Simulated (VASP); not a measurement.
Set up this calculation in VASP 6.6.1, as the native input.

| Quantity | Value |
| --- | --- |
| Task | single point |
| Functional | HSE06 |
| Potentials or basis | VASP PAW PBE potentials, release 64 (Li_sv, H) |
| Cutoff | 520 eV |
| k mesh | 8 × 8 × 8 |
| Occupations | gaussian, width 0.01 eV |
| Spin | no spin polarisation |
| Dipole correction | no |
| Grid for exact exchange (PRECFOCK) | Normal |
| Further INCAR settings | ALGO = Normal; EDIFF = 1e-06; NBANDS = 9 |
| Share of exact exchange | 0.25 |
| Screening parameter | 0.2079 1/Å |

The system is LiH.

```
Li H
1.0
     0.00000    2.14512    2.14512
     2.13847    0.00000    2.14512
     2.13847    2.14512    0.00000
Li H
1 1
Direct
  0.00000 0.00000 0.00000
  0.25000 0.25000 0.25000
```

This cell differs from its parent crystal: uniaxial x strain -0.3%.

These files were run (other wordings do the same):

POSCAR

```
LiH
1.0
    0.0000000000      2.1451220099      2.1451220099
    2.1384721316      0.0000000000      2.1451220099
    2.1384721316      2.1451220099      0.0000000000
Li H
1 1
Direct
    0.0000000000      0.0000000000      0.0000000000
    0.2500000000      0.2500000000      0.2500000000
```

INCAR.step1

```
PREC = Accurate
ENCUT = 520
EDIFF = 1E-5
ISMEAR = 0
SIGMA = 0.01
LREAL = F
LASPH = T
NELM = 80
ALGO = Normal
ISIF = 2
LWAVE = T
GGA = PE
NBANDS = 9
```

INCAR.step2

```
PREC = Accurate
ENCUT = 520
EDIFF = 1E-6
ISMEAR = 0
SIGMA = 0.01
LREAL = F
LASPH = T
NELM = 80
ALGO = Normal
ISIF = 2
LWAVE = F
LCHARG = T
GGA = PE
LHFCALC = T
HFSCREEN = 0.2079
PRECFOCK = Normal
LELF = T
LVHAR = T
ISTART = 1
NBANDS = 9
```

KPOINTS

```
Automatic mesh
0
Gamma
  8 8 8
```

Potentials or basis: VASP PAW PBE potentials, release 64 (Li_sv, H).

Command:

```sh
$ cat potpaw_PBE.64/Li_sv/POTCAR potpaw_PBE.64/H/POTCAR > POTCAR
$ cp INCAR.step1 INCAR
$ mpirun -np 1 vasp_std > vasp.out
$ cp INCAR.step2 INCAR
$ mpirun -np 1 vasp_std > vasp.out
```

Results of the run:

- Band gap on the k mesh: 5.25 eV (least direct gap 6.43 eV)

Caveat: the cell differs from its parent crystal (uniaxial x strain -0.3%); the structure was generated, so it needn't be the stable form of LiH.

It took 4.2 min on 1 thread of Intel(R) Xeon(R) 6975P-C (Granite Rapids) (shared host), peak memory 0.25 GiB.
